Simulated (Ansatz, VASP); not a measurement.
## One calculation of CdTe, two programs

```xyz
2
Lattice="0.0000 3.2447 3.2447 3.2447 0.0000 3.2447 3.2447 3.2447 0.0000" Properties=species:S:1:pos:R:3 pbc="T T T"
Cd    0.0000    0.0000    0.0000
Te    1.6223    1.6223    1.6223
```

Alike in both runs: task single point; functional PBEsol; k mesh 8 × 8 × 8; occupations gaussian, width 0.02 eV; non-collinear spin, spin-orbit coupling.

|  | VASP | Ansatz |
| --- | --- | --- |
| version | VASP 6.6.1 | Ansatz 0.2.0 |
| potentials or method | VASP PAW PBE potentials, release 64 (Cd, Te), cutoff 520 eV | plane waves, PAW |
| valence electrons in the cell | 18 | 36 |

|  | VASP | Ansatz | Ansatz less VASP |
| --- | --- | --- | --- |
| net moment per atom (μB) | 0.00 | 0.00 | 0.000 |

VASP's potentials were made for PBE, not for PBEsol. With one functional, cell and mesh, what is left measures potentials, basis and numerics. VASP's potentials hold 18 valence electrons a cell and Ansatz's 36, so a difference there can come from the potentials and not from the codes.
